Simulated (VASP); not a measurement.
Here is a VASP 6.6.1 calculation.

File INCAR:

```
ALGO = Normal
EDIFF = 1E-6
ENCUT = 520
GGA = PE
ISIF = 2
ISMEAR = 0
LASPH = T
LCHARG = F
LREAL = F
LWAVE = F
NBANDS = 62
NELM = 60
PREC = Accurate
SIGMA = 0.1
```

Contents of KPOINTS:

```
k-points
0
Gamma
  4 4 4
```

File POSCAR:

```
Ge7I
1.0
    6.1032134437      0.0000000000      0.0000000000
    0.0000000000      6.1032134437      0.0000000000
    0.0000000000      0.0000000000      6.1032134437
Ge I
7 1
Direct
    0.2886345063      0.2886345063      0.2886345063
    0.0000000000      0.5000000000      0.5000000000
    0.5000000000      0.5000000000      0.0000000000
    0.5000000000      0.0000000000      0.5000000000
    0.7113654937      0.2886345063      0.7113654937
    0.7113654937      0.7113654937      0.2886345063
    0.2886345063      0.7113654937      0.7113654937
    0.0000000000      0.0000000000      0.0000000000
```

Potentials or basis: VASP PAW PBE potentials, release 64 (Ge_d, I).

Command:

```console
$ cat potpaw_PBE.64/Ge_d/POTCAR potpaw_PBE.64/I/POTCAR > POTCAR
$ mpirun -np 1 vasp_std > vasp.out
```

**Question.** Estimate the band gap on the k mesh.

**Answer.** Zero (an odd number of electrons rules out a gap without spin polarisation).

**Question.** What does it give for the largest force?

**Answer.** 0.010 eV/Å.

**Question.** What does it give for the pressure?

**Answer.** 0.0 GPa.

Forces on the atoms (eV/Å):
```
Ge   0.006  0.006  0.006
Ge   0.000  0.000  0.000
Ge   0.000  0.000  0.000
Ge   0.000  0.000  0.000
Ge  -0.006  0.006 -0.006
Ge  -0.006 -0.006  0.006
Ge   0.006 -0.006 -0.006
I    0.000  0.000  0.000
```

Caveat: spin-orbit coupling is left out, which moves the levels of the heavy elements; an odd number of electrons without spin polarisation forces a metal; a magnetic or distorted state may lie lower.
